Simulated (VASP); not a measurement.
# ScPd (Pm-3m) in VASP: further runs

Runs on ScPd. Level: LDA. Tasks: single point.

Program: VASP 6.6.1. These are calculated values, not measurements. Logs are shortened: lines on timing, memory, paths and dates and some standing lists are left out, and cuts for length are marked.

## (1) The cell of the first run

Symmetry: Pm-3m, No. 221, cubic system. Conventional cell: a = 3.231 Å, b = 3.231 Å, c = 3.231 Å, α = 90.00°, β = 90.00°, γ = 90.00°. Sc (site symmetry m-3m) has 8 Pd at 2.80 Å and 6 Sc at 3.23 Å within 3.7 Å. Pd (site symmetry m-3m) has 8 Sc at 2.80 Å and 6 Pd at 3.23 Å within 3.7 Å.

## (2) Single point, LDA

Contents of INCAR:

```
SYSTEM = ScPd
PREC     = Accurate       ! precision mode
ENCUT    = 520            ! plane-wave cutoff, eV
EDIFF    = 1E-7           ! SCF threshold, eV
ISMEAR   = -1             ! smearing method
SIGMA    = 0.1            ! smearing width, eV
LREAL    = .False.        ! projectors in reciprocal space
LASPH    = .True.         ! aspherical terms in the spheres
NELM     = 100            ! most SCF steps
ALGO     = Normal         ! electronic algorithm
ISIF     = 2              ! what is computed and relaxed
LWAVE    = .False.        ! write WAVECAR
LCHARG   = .False.        ! write CHGCAR
GGA      = CA             ! functional
NBANDS   = 18             ! bands
```

Contents of KPOINTS:

```
regular mesh
0
Gamma
  12 12 12
  0 0 0
```

Contents of POSCAR:

```
ScPd
1.0
    3.2308216092      0.0000000000      0.0000000000
    0.0000000000      3.2308216092      0.0000000000
    0.0000000000      0.0000000000      3.2308216092
Sc Pd
1 1
Direct
    0.5000000000      0.5000000000      0.5000000000
    0.0000000000      0.0000000000      0.0000000000
```

Potentials or basis: VASP PAW LDA potentials, release 64 (Sc_sv, Pd).

Command:

```console
cat potpaw_LDA.64/Sc_sv/POTCAR potpaw_LDA.64/Pd/POTCAR > POTCAR
mpirun -np 1 vasp_std > vasp.out
```

OUTCAR:

```text
SYSTEM = ScPd
   PREC = Accurate
   ENCUT = 520
   EDIFF = 1E-7
   ISMEAR = -1
   LREAL = .False.
   LASPH = .True.
   NELM = 100
   ISIF = 2
   GGA = CA

 ion  position               nearest neighbor table
   1  0.500  0.500  0.500-   2 2.80   2 2.80   2 2.80   2 2.80   2 2.80   2 2.80   2 2.80   2 2.80

   2  0.000  0.000  0.000-   1 2.80   1 2.80   1 2.80   1 2.80   1 2.80   1 2.80   1 2.80   1 2.80

  LATTYP: Found a simple cubic cell.
 ALAT       =     3.2308216092

  Lattice vectors:

 A1 = (   3.2308216092,   0.0000000000,   0.0000000000)
 A2 = (   0.0000000000,   3.2308216092,   0.0000000000)
 A3 = (   0.0000000000,   0.0000000000,   3.2308216092)

Analysis of symmetry for initial positions (statically):
=====================================================================
 Subroutine PRICEL returns:
 Original cell was already a primitive cell.

 Routine SETGRP: Setting up the symmetry group for a
 simple cubic supercell.

 Subroutine GETGRP returns: Found 48 space group operations
 (whereof 48 operations were pure point group operations)
 out of a pool of 48 trial point group operations.

The static configuration has the point symmetry O_h .

Analysis of symmetry for dynamics (positions and initial velocities):
=====================================================================
 Subroutine PRICEL returns:
 Original cell was already a primitive cell.

 Routine SETGRP: Setting up the symmetry group for a
 simple cubic supercell.

 Subroutine GETGRP returns: Found 48 space group operations
 (whereof 48 operations were pure point group operations)
 out of a pool of 48 trial point group operations.

The dynamic configuration has the point symmetry O_h .

 Subroutine INISYM returns: Found 48 space group operations
 (whereof 48 operations are pure point group operations),
 and found     1 'primitive' translations

----------------------------------------------------------------------------------------

                                     Primitive cell

  volume of cell :      33.7240

  direct lattice vectors                    reciprocal lattice vectors
     3.230821609  0.000000000  0.000000000     0.309518791  0.000000000  0.000000000
     0.000000000  3.230821609  0.000000000     0.000000000  0.309518791  0.000000000
     0.000000000  0.000000000  3.230821609     0.000000000  0.000000000  0.309518791

  length of vectors
     3.230821609  3.230821609  3.230821609     0.309518791  0.309518791  0.309518791

  position of ions in fractional coordinates (direct lattice)
     0.500000000  0.500000000  0.500000000
     0.000000000  0.000000000  0.000000000

  ion indices of the primitive-cell ions
   primitive index   ion index
                 1           1
                 2           2

----------------------------------------------------------------------------------------

 KPOINTS: regular mesh

Automatic generation of k-mesh.
 Grid dimensions read from file:
 generate k-points for:   12   12   12

 Generating k-lattice:

  Cartesian coordinates                     Fractional coordinates (reciprocal lattice)
     0.025793233  0.000000000  0.000000000     0.083333333  0.000000000  0.000000000
     0.000000000  0.025793233  0.000000000     0.000000000  0.083333333  0.000000000
     0.000000000  0.000000000  0.025793233     0.000000000  0.000000000  0.083333333

  Length of vectors
     0.025793233  0.025793233  0.025793233

  Shift w.r.t. Gamma in fractional coordinates (k-lattice)
     0.000000000  0.000000000  0.000000000

 Subroutine IBZKPT returns following result:
 ===========================================

 Found     84 irreducible k-points:

 Following reciprocal coordinates:
            Coordinates               Weight
  0.000000  0.000000  0.000000      1.000000
  0.083333  0.000000  0.000000      6.000000
  0.166667  0.000000  0.000000      6.000000
  0.250000  0.000000  0.000000      6.000000
  0.333333  0.000000  0.000000      6.000000
  0.416667  0.000000  0.000000      6.000000
[... 16 lines left out ...]
  0.333333  0.333333  0.000000     12.000000
  0.416667  0.333333  0.000000     24.000000
 [... further k-points ...]
   k-points           NKPTS =     84   k-points in BZ     NKDIM =     84   number of bands    NBANDS=     18
   number of dos      NEDOS =    301   number of ions     NIONS =      2
   total plane-waves  NPLWV =  13824
   dimension x,y,z NGX =    24 NGY =   24 NGZ =   24
   dimension x,y,z NGXF=    48 NGYF=   48 NGZF=   48
   ions per type =               1   1
   NGX,Y,Z   is equivalent  to a cutoff of  12.35, 12.35, 12.35 a.u.
   NGXF,Y,Z  is equivalent  to a cutoff of  24.70, 24.70, 24.70 a.u.
 SYSTEM =  ScPd
   PREC   = accura    normal or accurate (medium, high low for compatibility)
   ISTART =      0    job   : 0-new  1-cont  2-samecut
   ICHARG =      2    charge: 1-file 2-atom 10-const
   ISPIN  =      1    spin polarized calculation?
   LNONCOLLINEAR =      F non collinear calculations
   LSORBIT =      F    spin-orbit coupling
   LASPH  =      T    aspherical Exc in radial PAW
   ENCUT  =  520.0 eV  38.22 Ry    6.18 a.u.   6.01  6.01  6.01*2*pi/ulx,y,z
   NELM   =    100;   NELMIN=  2; NELMDL= -5     # of ELM steps
   EDIFF  = 0.1E-06   stopping-criterion for ELM
   LREAL  =      F    real-space projection
   EDIFFG = 0.1E-05   stopping-criterion for IOM
   NSW    =      0    number of steps for IOM
   IBRION =     -1    ionic relax: 0-MD 1-quasi-New 2-CG
   NFREE  =      0    steps in history (QN), initial steepest desc. (CG)
   ISIF   =      2    stress and relaxation
   ISYM   =      2    0-nonsym 1-usesym 2-fastsym
   POTIM  = 0.5000    time-step for ionic-motion
   TEBEG  =    0.0;   TEEND  =   0.0 temperature during run
   PSTRESS=    0.0 pullay stress
   NELECT =      21.0000    total number of electrons
   NUPDOWN=      -1.0000    fix difference up-down
   EMIN   =  10.00;   EMAX   =-10.00  energy-range for DOS
   EFERMI =   0.00;   METHOD = LEGACY
   ISMEAR =    -1;   SIGMA  =   0.10  broadening in eV -4-tet -1-fermi 0-gaus
   EFERMI_NEDOS =   21; number of points for ismear=-14 and -15
   IALGO  =     38    algorithm
   IMIX   =      4    mixing-type and parameters
     AMIX     =   0.40;   BMIX     =  1.00
     AMIX_MAG =   1.60;   BMIX_MAG =  1.00
  volume/ion in A,a.u.               =      16.86       113.79
  Fermi-wavevector in a.u.,A,eV,Ry     =   1.397982  2.641803 26.590601  1.954354
  Thomas-Fermi vector in A             =   2.521185
   LORBIT       =      0    0 simple, 1 ext, 2 COOP (PROOUT), +10 PAW based schemes
   GGA     = CA    functional components
   LHFCALC =     F    Hartree Fock is set to
   AEXX    =    0.0000 exact exchange contribution
   IVDW    =     0    specifies the selected vdW correction
   LEPSILON=     F    determine dielectric tensor
   LRPA    =     F    only Hartree local field effects (RPA)
 non-spin polarized calculation
  energy-cutoff  :      520.00
  volume of cell :       33.72
 maximum number of plane-waves:       931
   NGX = 13   NGY = 13   NGZ = 13

 number of electron      20.9999996 magnetization

 Free energy of the ion-electron system (eV)
  ---------------------------------------------------
  ext. energy  EPLUGINS =         0.00000000
  ---------------------------------------------------
  free energy    TOTEN  =       -15.06227276 eV

  energy without entropy =      -15.01372290  energy(sigma->0) =      -15.03799783

 E-fermi :   7.7665     XC(G=0): -12.2730

 val. band max:        7.7552519875   @ k =   0.5000   0.5000   0.1667
 cond. band min:       7.7795485929   @ k =   0.4167   0.0000   0.0000
 fundamental gap:      0.0242966054
 Fermi energy:         7.7664666631

 k-point     1 :       0.0000    0.0000    0.0000
  band No.  band energies     occupation
      1     -41.3533      2.00000
      2     -20.2175      2.00000
      3     -20.2175      2.00000
      4     -20.2175      2.00000
      5       0.7864      2.00000
      6       2.7564      2.00000
[... 10 lines left out ...]
     17      15.6355      0.00000
     18      15.6355      0.00000

 k-point     2 :       0.0833    0.0000    0.0000
  band No.  band energies     occupation
      1     -41.3515      2.00000
      2     -20.2362      2.00000
      3     -20.2165      2.00000
      4     -20.2165      2.00000
      5       0.9127      2.00000
      6       2.7990      2.00000
[... 10 lines left out ...]
     17      16.0062      0.00000
     18      16.0062      0.00000

 k-point     3 :       0.1667    0.0000    0.0000
  band No.  band energies     occupation
      1     -41.3466      2.00000
      2     -20.2868      2.00000
      3     -20.2136      2.00000
      4     -20.2136      2.00000
      5       1.2784      2.00000
      6       2.9206      2.00000
[... 10 lines left out ...]
     17      16.9456      0.00000
     18      16.9456      0.00000

 k-point     4 :       0.2500    0.0000    0.0000
  band No.  band energies     occupation
      1     -41.3398      2.00000
      2     -20.3552      2.00000
      3     -20.2098      2.00000
      4     -20.2098      2.00000
      5       1.8366      2.00000
      6       3.1011      2.00000
[... 10 lines left out ...]
     17      18.2083      0.00000
     18      18.2083      0.00000

 k-point     5 :       0.3333    0.0000    0.0000
  band No.  band energies     occupation
      1     -41.3330      2.00000
      2     -20.4229      2.00000
      3     -20.2059      2.00000
      4     -20.2059      2.00000
      5       2.4742      2.00000
      6       3.3026      2.00000
[... 10 lines left out ...]
     17      19.6522      0.00000
     18      19.6522      0.00000

 k-point     6 :       0.4167    0.0000    0.0000
  band No.  band energies     occupation
      1     -41.3280      2.00000
      2     -20.4719      2.00000
      3     -20.2030      2.00000
      4     -20.2030      2.00000
      5       2.9683      2.00000
      6       3.4678      2.00000
[... 307 lines left out ...]
 k-point    21 :       0.4167    0.2500    0.0000
  band No.  band energies     occupation
      1     -41.3165      2.00000
      2     -20.4487      2.00000
      3     -20.3247      2.00000
      4     -20.1896      2.00000
      5       2.9883      2.00000
      6       3.2886      2.00000
[... 10 lines left out ...]
     17      17.0294      0.00000
     18      19.2599      0.00000

 k-point    22 :       0.5000    0.2500    0.0000
  band No.  band energies     occupation
      1     -41.3148      2.00000
      2     -20.4653      2.00000
      3     -20.3226      2.00000
      4     -20.1882      2.00000
      5       3.0819      2.00000
      6       3.2302      2.00000
[... 10 lines left out ...]
     17      17.6399      0.00000
     18      18.5483      0.00000

 k-point    23 :       0.3333    0.3333    0.0000
  band No.  band energies     occupation
      1     -41.3151      2.00000
      2     -20.3984      2.00000
      3     -20.3861      2.00000
      4     -20.1874      2.00000
      5       2.8485      2.00000
      6       3.1971      2.00000
[... 10 lines left out ...]
     17      15.8805      0.00000
     18      19.1221      0.00000

 k-point    24 :       0.4167    0.3333    0.0000
  band No.  band energies     occupation
      1     -41.3107      2.00000
      2     -20.4371      2.00000
      3     -20.3845      2.00000
      4     -20.1829      2.00000
      5       2.8863      2.00000
      6       3.0562      2.00000
[... 10 lines left out ...]
     17      16.1967      0.00000
     18      18.0415      0.00000

 [... further k-points ...]
[... 5 lines left out ...]
  --------------------------------------------------------------------------------------
  -------------------------------------------------------------------------------------
  Total        0.1088976      0.1088976      0.1088976      0.0000000      0.0000000     -0.0000000
  in kB        5.1735673      5.1735673      5.1735673      0.0000000      0.0000000     -0.0000000
  external PRESSURE =       5.1735673 kB  Pullay stress =       0.0000000 kB

 VOLUME and BASIS-vectors are now :
 -----------------------------------------------------------------------------
  energy-cutoff  :      520.00
  volume of cell :       33.72
      direct lattice vectors                 reciprocal lattice vectors
     3.230821609  0.000000000  0.000000000     0.309518791  0.000000000  0.000000000
     0.000000000  3.230821609  0.000000000     0.000000000  0.309518791  0.000000000
     0.000000000  0.000000000  3.230821609     0.000000000  0.000000000  0.309518791

 POSITION                                       TOTAL-FORCE (eV/Angst)
 -----------------------------------------------------------------------------------
      1.61541      1.61541      1.61541         0.000000      0.000000      0.000000
      0.00000      0.00000      0.00000         0.000000      0.000000      0.000000
 -----------------------------------------------------------------------------------
    total drift:                                0.000000      0.000000     -0.000000

  FREE ENERGIE OF THE ION-ELECTRON SYSTEM (eV)
  ---------------------------------------------------
  free  energy   TOTEN  =       -15.0622727588 eV

  energy  without entropy=      -15.0137228974  energy(sigma->0) =      -15.03799783
```

It took 20 s on 1 thread of AMD EPYC 9R45 (Zen 5), shared host; peak memory 0.14 GiB.

Results:

* Free energy: -15.0623 eV
* Pressure: 0.5 GPa

## (3) Single point, LDA

Contents of INCAR:

```
  ALGO = Normal
  EDIFF = 1E-6
  ENCUT = 520
  GGA = CA
  ISIF = 2
  ISMEAR = -1
  LASPH = T
  LCHARG = F
  LREAL = F
  LWAVE = F
  NBANDS = 18
  NELM = 80
  PREC = Accurate
  SIGMA = 0.1
```

Contents of KPOINTS:

```
k-points
0
Gamma
  12 12 12
```

POSCAR is that of step 2.

Potentials or basis: VASP PAW LDA potentials, release 64 (Sc_sv, Pd).

Command:

```console
cat potpaw_LDA.64/Sc_sv/POTCAR potpaw_LDA.64/Pd/POTCAR > POTCAR
mpirun -np 1 vasp_std > vasp.out
```

Wall time 18 s (1 thread of AMD EPYC 9R45 (Zen 5), shared host); peak memory 0.14 GiB.

The run converged. Its results:

| Quantity | Value |
| --- | --- |
| Free energy | -15.0623 eV |
| Pressure | 0.5 GPa |

Levels at points of the mesh, in eV from the Fermi level:
```tsv
k point	band 7	band 8	band 9	band 10	band 11	band 12	band 13	band 14
(0.00, 0.00, 0.00)	-5.01	-3.02	-3.02	-3.02	1.18	1.18	3.43	3.43
(0.50, 0.00, 0.00)	-3.31	-3.31	-3.11	-2.71	-0.68	-0.08	1.32	1.32
(0.50, 0.50, 0.00)	-3.87	-3.87	-2.07	-0.59	0.72	0.72	1.70	3.27
(0.50, 0.50, 0.50)	-4.18	-2.02	-2.02	-1.26	-1.26	-1.26	3.82	3.82
```
